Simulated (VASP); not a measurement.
# Si2W (AlB2 type) (P6/mmm) in VASP: further runs

The runs below take Si2W (AlB2 type) through relaxation of shape and atoms at fixed volume, relaxation of cell and atoms, with PBE.

Everything below comes from runs of VASP 6.6.1. Logs are shortened: lines on timing, memory, paths and dates and some standing lists are left out, and cuts for length are marked.

**1. The cell of the first run**

Symmetry: P6/mmm, No. 191, hexagonal system. The conventional cell has a = 4.034 Å, b = 4.034 Å, c = 2.411 Å, α = 90.00°, β = 90.00°, γ = 120.00°. Within 3.2 Å of W (site symmetry 6/mmm) lie 2 W at 2.41 Å and 12 Si at 2.62 Å. Within 3.1 Å of Si (site symmetry -6m2) lie 5 Si at 2.33 to 2.41 Å and 6 W at 2.62 Å.

**2. Relaxation of shape and atoms at fixed volume, PBE**

Input file INCAR:

```
  PREC = Accurate
  ENCUT = 600
  EDIFF = 1E-6
  ISMEAR = -1
  SIGMA = 0.1
  LREAL = False
  LASPH = True
  NELM = 60
  ALGO = Normal
  ISIF = 4
  LWAVE = False
  LCHARG = False
  GGA = PE
  IBRION = 2
  NSW = 50
  EDIFFG = -0.005
```

Input file KPOINTS:

```
regular mesh
0
Gamma
  10 10 8
```

Input file POSCAR:

```
Si2W
1.0
    4.0337040131      0.0000000000      0.0000000000
   -2.0168520065      3.4932901467      0.0000000000
    0.0000000000      0.0000000000      2.4106385023
W Si
1 2
Direct
    0.0000000000      0.0000000000      0.0000000000
    0.3333333333      0.6666666667      0.5000000000
    0.6666666667      0.3333333333      0.5000000000
```

Potentials or basis: VASP PAW PBE potentials, release 64 (W_sv, Si).

On the command line:

```
$ cat potpaw_PBE.64/W_sv/POTCAR potpaw_PBE.64/Si/POTCAR > POTCAR
$ mpirun -np 1 vasp_std > vasp.out
```

OUTCAR:

```text
PREC = Accurate
   ENCUT = 600
   EDIFF = 1E-6
   ISMEAR = -1
   LREAL = False
   LASPH = True
   NELM = 60
   ISIF = 4
   GGA = PE
   IBRION = 2
   NSW = 50
   EDIFFG = -0.005

 ion  position               nearest neighbor table
   1  0.000  0.000  0.000-   2 2.62   3 2.62   2 2.62   3 2.62   2 2.62   2 2.62   3 2.62   3 2.62
                             3 2.62   3 2.62   2 2.62   2 2.62
   2  0.333  0.667  0.500-   3 2.33   3 2.33   3 2.33   1 2.62   1 2.62   1 2.62   1 2.62   1 2.62
                             1 2.62
   3  0.667  0.333  0.500-   2 2.33   2 2.33   2 2.33   1 2.62   1 2.62   1 2.62   1 2.62   1 2.62
                             1 2.62

  LATTYP: Found a hexagonal cell.
 ALAT       =     4.0337040131
 C/A-ratio  =     0.5976240434

  Lattice vectors:

 A1 = (   4.0337040131,   0.0000000000,   0.0000000000)
 A2 = (  -2.0168520065,   3.4932901467,   0.0000000000)
 A3 = (   0.0000000000,   0.0000000000,   2.4106385023)

Analysis of symmetry for initial positions (statically):
=====================================================================
 Subroutine PRICEL returns:
 Original cell was already a primitive cell.

 Routine SETGRP: Setting up the symmetry group for a
 hexagonal supercell.

 Subroutine GETGRP returns: Found 24 space group operations
 (whereof 24 operations were pure point group operations)
 out of a pool of 24 trial point group operations.

The static configuration has the point symmetry D_6h.

Analysis of symmetry for dynamics (positions and initial velocities):
=====================================================================
 Subroutine PRICEL returns:
 Original cell was already a primitive cell.

 Routine SETGRP: Setting up the symmetry group for a
 hexagonal supercell.

 Subroutine GETGRP returns: Found 24 space group operations
 (whereof 24 operations were pure point group operations)
 out of a pool of 24 trial point group operations.

The dynamic configuration has the point symmetry D_6h.

 Subroutine INISYM returns: Found 24 space group operations
 (whereof 24 operations are pure point group operations),
 and found     1 'primitive' translations

----------------------------------------------------------------------------------------

                                     Primitive cell

  volume of cell :      33.9681

  direct lattice vectors                    reciprocal lattice vectors
     4.033704013  0.000000000  0.000000000     0.247911100  0.143131540  0.000000000
    -2.016852007  3.493290147  0.000000000     0.000000000  0.286263081  0.000000000
     0.000000000  0.000000000  2.410638502     0.000000000  0.000000000  0.414827855

  length of vectors
     4.033704013  4.033704013  2.410638502     0.286263081  0.286263081  0.414827855

  position of ions in fractional coordinates (direct lattice)
     0.000000000  0.000000000  0.000000000
     0.333333333  0.666666667  0.500000000
     0.666666667  0.333333333  0.500000000

  ion indices of the primitive-cell ions
   primitive index   ion index
                 1           1
                 2           2
                 3           3

----------------------------------------------------------------------------------------

 KPOINTS: regular mesh

Automatic generation of k-mesh.
 Grid dimensions read from file:
 generate k-points for:   10   10    8

 Generating k-lattice:

  Cartesian coordinates                     Fractional coordinates (reciprocal lattice)
     0.024791110  0.014313154  0.000000000     0.100000000 -0.000000000  0.000000000
     0.000000000  0.028626308  0.000000000     0.000000000  0.100000000  0.000000000
     0.000000000  0.000000000  0.051853482     0.000000000  0.000000000  0.125000000

  Length of vectors
     0.028626308  0.028626308  0.051853482

  Shift w.r.t. Gamma in fractional coordinates (k-lattice)
     0.000000000  0.000000000  0.000000000

 Subroutine IBZKPT returns following result:
 ===========================================

 Found     70 irreducible k-points:

 Following reciprocal coordinates:
            Coordinates               Weight
  0.000000  0.000000  0.000000      1.000000
  0.100000 -0.000000  0.000000      6.000000
  0.200000 -0.000000  0.000000      6.000000
  0.300000  0.000000  0.000000      6.000000
  0.400000  0.000000  0.000000      6.000000
  0.500000 -0.000000  0.000000      3.000000
[... 16 lines left out ...]
  0.300000  0.100000  0.125000     24.000000
  0.400000  0.100000  0.125000     24.000000
 [... further k-points ...]
   k-points           NKPTS =     70   k-points in BZ     NKDIM =     70   number of bands    NBANDS=     15
   number of dos      NEDOS =    301   number of ions     NIONS =      3
   total plane-waves  NPLWV =  20480
   dimension x,y,z NGX =    32 NGY =   32 NGZ =   20
   dimension x,y,z NGXF=    64 NGYF=   64 NGZF=   40
   ions per type =               1   2
   NGX,Y,Z   is equivalent  to a cutoff of  13.19, 13.19, 13.79 a.u.
   NGXF,Y,Z  is equivalent  to a cutoff of  26.38, 26.38, 27.59 a.u.
 SYSTEM =  unknown system
   PREC   = accura    normal or accurate (medium, high low for compatibility)
   ISTART =      0    job   : 0-new  1-cont  2-samecut
   ICHARG =      2    charge: 1-file 2-atom 10-const
   ISPIN  =      1    spin polarized calculation?
   LNONCOLLINEAR =      F non collinear calculations
   LSORBIT =      F    spin-orbit coupling
   LASPH  =      T    aspherical Exc in radial PAW
   ENCUT  =  600.0 eV  44.10 Ry    6.64 a.u.   8.06  8.06  4.81*2*pi/ulx,y,z
   NELM   =     60;   NELMIN=  2; NELMDL= -5     # of ELM steps
   EDIFF  = 0.1E-05   stopping-criterion for ELM
   LREAL  =      F    real-space projection
   EDIFFG = -.5E-02   stopping-criterion for IOM
   NSW    =     50    number of steps for IOM
   IBRION =      2    ionic relax: 0-MD 1-quasi-New 2-CG
   NFREE  =      1    steps in history (QN), initial steepest desc. (CG)
   ISIF   =      4    stress and relaxation
   ISYM   =      2    0-nonsym 1-usesym 2-fastsym
   POTIM  = 0.5000    time-step for ionic-motion
   TEBEG  =    0.0;   TEEND  =   0.0 temperature during run
   PSTRESS=    0.0 pullay stress
   NELECT =      22.0000    total number of electrons
   NUPDOWN=      -1.0000    fix difference up-down
   EMIN   =  10.00;   EMAX   =-10.00  energy-range for DOS
   EFERMI =   0.00;   METHOD = LEGACY
   ISMEAR =    -1;   SIGMA  =   0.10  broadening in eV -4-tet -1-fermi 0-gaus
   EFERMI_NEDOS =   21; number of points for ismear=-14 and -15
   IALGO  =     38    algorithm
   IMIX   =      4    mixing-type and parameters
     AMIX     =   0.40;   BMIX     =  1.00
     AMIX_MAG =   1.60;   BMIX_MAG =  1.00
  volume/ion in A,a.u.               =      11.32        76.41
  Fermi-wavevector in a.u.,A,eV,Ry     =   1.416420  2.676646 27.296639  2.006246
  Thomas-Fermi vector in A             =   2.537757
   LORBIT       =      0    0 simple, 1 ext, 2 COOP (PROOUT), +10 PAW based schemes
   GGA     = PE    functional components
   LHFCALC =     F    Hartree Fock is set to
   AEXX    =    0.0000 exact exchange contribution
   IVDW    =     0    specifies the selected vdW correction
   LEPSILON=     F    determine dielectric tensor
   LRPA    =     F    only Hartree local field effects (RPA)
 conjugate gradient relaxation of ions
 non-spin polarized calculation
  energy-cutoff  :      600.00
  volume of cell :       33.97
 maximum number of plane-waves:      1149
   NGX = 17   NGY = 17   NGZ =  9

--------------------------------------- Ionic step        1  -------------------------------------------

 number of electron      21.9999998 magnetization

 Free energy of the ion-electron system (eV)
  ---------------------------------------------------
  ext. energy  EPLUGINS =         0.00000000
  ---------------------------------------------------
  free energy    TOTEN  =       -21.29851828 eV

  energy without entropy =      -21.25097529  energy(sigma->0) =      -21.27474679

------------------------ aborting loop because EDIFF is reached ----------------------------------------

  FORCE on cell =-STRESS in cart. coord.  units (eV):
  Direction    XX          YY          ZZ          XY          YZ          ZX
  --------------------------------------------------------------------------------------
  -------------------------------------------------------------------------------------
  Total       12.7806037     12.7806037     17.4321159      0.0000000      0.0000000     -0.0000000
  in kB      602.8248913    602.8248913    822.2235490      0.0000000      0.0000000     -0.0000000
  external PRESSURE =     675.9577772 kB  Pullay stress =       0.0000000 kB

 VOLUME and BASIS-vectors are now :
 -----------------------------------------------------------------------------
  energy-cutoff  :      600.00
  volume of cell :       33.97
      direct lattice vectors                 reciprocal lattice vectors
     4.033704013  0.000000000  0.000000000     0.247911100  0.143131540  0.000000000
    -2.016852007  3.493290147  0.000000000     0.000000000  0.286263081  0.000000000
     0.000000000  0.000000000  2.410638502     0.000000000  0.000000000  0.414827855
[... 75 lines left out ...]
 POSITION                                       TOTAL-FORCE (eV/Angst)
 -----------------------------------------------------------------------------------
     -1.98747      3.44241     -0.00000         0.000000     -0.000000      0.000000
     -0.00000      2.29494      1.24121        -0.000000     -0.000000      0.000000
      1.98747      1.14747      1.24121         0.000000      0.000000     -0.000000
 -----------------------------------------------------------------------------------
    total drift:                                0.000000     -0.000000      0.000000

  FREE ENERGIE OF THE ION-ELECTRON SYSTEM (eV)
  ---------------------------------------------------
  free  energy   TOTEN  =       -21.3675893570 eV

  energy  without entropy=      -21.3239756310  energy(sigma->0) =      -21.34578249

--------------------------------------- Ionic step        4  -------------------------------------------

 number of electron      22.0000001 magnetization

 Free energy of the ion-electron system (eV)
  ---------------------------------------------------
  ext. energy  EPLUGINS =         0.00000000
  ---------------------------------------------------
  free energy    TOTEN  =       -21.36760943 eV

  energy without entropy =      -21.32419416  energy(sigma->0) =      -21.34590180

 E-fermi :  15.0854     XC(G=0): -13.3946

 val. band max:       15.0822503082   @ k =   0.4000   0.2000   0.2500
 cond. band min:      15.0884775093   @ k =   0.2000   0.2000   0.5000
 fundamental gap:      0.0062272011
 Fermi energy:        15.0853822586

 k-point     1 :       0.0000    0.0000    0.0000
  band No.  band energies     occupation
      1     -59.1235      2.00000
      2     -23.5626      2.00000
      3     -23.5626      2.00000
      4     -22.5193      2.00000
      5      -1.0734      2.00000
      6       7.1273      2.00000
      7       7.1273      2.00000
      8       9.3215      2.00000
      9      10.3082      2.00000
     10      13.8094      1.99999
     11      13.8094      1.99999
     12      17.6042      0.00000
     13      17.6042      0.00000
     14      19.9522      0.00000
     15      19.9522      0.00000
[... 397 lines left out ...]
 k-point    24 :       0.4000    0.1000    0.1250
  band No.  band energies     occupation
      1     -59.0941      2.00000
      2     -23.5693      2.00000
      3     -23.5358      2.00000
      4     -22.8634      2.00000
      5       2.0350      2.00000
      6       3.1211      2.00000
      7       7.3896      2.00000
      8       9.6434      2.00000
      9      12.0820      2.00000
     10      12.3366      2.00000
     11      14.4524      1.99644
     12      16.0423      0.00014
     13      18.6629      0.00000
     14      19.3603      0.00000
     15      20.5550      0.00000

 [... further k-points ...]

------------------------ aborting loop because EDIFF is reached ----------------------------------------

  FORCE on cell =-STRESS in cart. coord.  units (eV):
  Direction    XX          YY          ZZ          XY          YZ          ZX
  --------------------------------------------------------------------------------------
  -------------------------------------------------------------------------------------
  Total       13.7517387     13.7517387     13.7364876      0.0000000      0.0000000      0.0000000
  in kB      648.6305773    648.6305773    647.9112297      0.0000000      0.0000000      0.0000000
  external PRESSURE =     648.3907948 kB  Pullay stress =       0.0000000 kB

 VOLUME and BASIS-vectors are now :
 -----------------------------------------------------------------------------
  energy-cutoff  :      600.00
  volume of cell :       33.97
      direct lattice vectors                 reciprocal lattice vectors
     3.973791410  0.000000000 -0.000000000     0.251648840  0.145289526  0.000000000
    -1.986895705  3.441404310 -0.000000000    -0.000000000  0.290579051 -0.000000000
    -0.000000000  0.000000000  2.483876565     0.000000000  0.000000000  0.402596495

 POSITION                                       TOTAL-FORCE (eV/Angst)
 -----------------------------------------------------------------------------------
      3.97379      0.00000     -0.00000         0.000000     -0.000000     -0.000000
     -0.00000      2.29427      1.24194        -0.000000     -0.000000      0.000000
      1.98690      1.14713      1.24194         0.000000      0.000000     -0.000000
 -----------------------------------------------------------------------------------
    total drift:                                0.000000     -0.000000     -0.000000

  FREE ENERGIE OF THE ION-ELECTRON SYSTEM (eV)
  ---------------------------------------------------
  free  energy   TOTEN  =       -21.3676094315 eV

  energy  without entropy=      -21.3241941604  energy(sigma->0) =      -21.34590180

 reached required accuracy - stopping structural energy minimisation
```

Wall time 83 s (1 thread of AMD EPYC 9R45 (Zen 5), shared host); peak memory 0.15 GiB.

What came out:

```yaml
Free_energy: -21.3676 eV
Energy_gained_by_relaxing: 23.0 meV/atom
Ionic_steps: 4
Pressure_after_relaxing: 64.8 GPa
Band_gap_on_the_k_mesh: zero (band 11 reaches 16.64 eV, above the bottom of band 12 at 12.75 eV)
```

The path:
```csv
step,energy change (eV),largest force (eV/Å),pressure (GPa),volume (Å³)
1,0.0000,0.0000,67.60,33.97
2,-0.0344,0.0000,64.27,33.97
3,-0.0691,0.0000,64.88,33.97
4,-0.0691,0.0000,64.84,33.97
```

Final structure:
```xyz
3
Lattice="3.9738 0.0000 0.0000 -1.9869 3.4414 0.0000 0.0000 0.0000 2.4839" Properties=species:S:1:pos:R:3 pbc="T T T"
W     3.9738    0.0000    0.0000
Si    0.0000    2.2943    1.2419
Si    1.9869    1.1471    1.2419
```

Caveat: spin-orbit coupling is left out, which moves the levels of the heavy elements.

[end of part 1 of 2]
